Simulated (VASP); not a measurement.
Set up this calculation in VASP 6.6.1, as the native input.

```yaml
Task: single point
Functional: PBE
Dispersion: D3(BJ)
Potentials_or_basis: VASP PAW PBE potentials, release 64 (Al)
Cutoff: 520 eV
k_mesh: 3 × 3 × 3
Occupations: fermi-dirac, width 0.05 eV
Spin: no spin polarisation
Dipole_correction: no
Further_INCAR_settings: LREAL = Auto; ALGO = Normal; EDIFF = 1e-06; NBANDS = 42
```

The structure of Al lies in POSCAR:

```
Al
1.0
    4.2326986885      2.4437497271     -4.8830190557
   -0.0000000001     -4.8874994543     -4.8830190557
   -4.2326986884      2.4437497272     -4.8830190557
Al
18
Direct
    0.9659708790      0.3090191607      0.9643057475
    0.9753208980      0.9753855108      0.2965168509
    0.3080609096      0.3001530973      0.6357149909
    0.6433608523      0.3039069134      0.3000810426
    0.3127429313      0.9794938766      0.9746064860
    0.9677975789      0.6403572085      0.6455556476
    0.3098218703      0.6369848904      0.2898939221
    0.6499795057      0.9802531701      0.6444537166
    0.6457721116      0.6512395175      0.9800980592
    0.0401947674      0.3552935317      0.3666819808
    0.0284072628      0.0208695837      0.7042803193
    0.3785586747      0.3603504958      0.0156117434
    0.6798229469      0.3555442467      0.6901345715
    0.3392552995      0.0426334451      0.3677810720
    0.0396618721      0.6815355965      0.0248450839
    0.3401084162      0.6836618147      0.6788100592
    0.6850224954      0.0119566223      0.0413378864
    0.6901410670      0.7113616251      0.3792906860
```

This cell differs from its parent crystal: dynamics (nvt nose hoover) at 450 K, volume x 1.01, from the last frame before.

The input as run:

INCAR

```
ALGO = Normal
EDIFF = 1E-6
ENCUT = 520
GGA = PE
ISIF = 2
ISMEAR = -1
IVDW = 12
LASPH = T
LCHARG = F
LREAL = Auto
LWAVE = F
NBANDS = 42
NELM = 80
PREC = Accurate
SIGMA = 0.05
```

KPOINTS

```
k-points
0
Gamma
  3 3 3
```

Potentials or basis: VASP PAW PBE potentials, release 64 (Al).

Launch:

```sh
$ cat potpaw_PBE.64/Al/POTCAR > POTCAR
$ mpirun -np 1 vasp_std > vasp.out
```

Results of the run:

* Pressure: -2.8 GPa
* Largest force: 0.833 eV/Å
* Band gap on the k mesh: zero (bands 27 and 28 overlap by 0.82 eV)
* Dispersion energy per atom: -0.329 eV

Caveat: the atoms stand as in a frame of molecular dynamics.

It took 2.3 min on 1 thread of Intel(R) Xeon(R) 6975P-C (Granite Rapids) (shared host), peak memory 0.4 GiB.
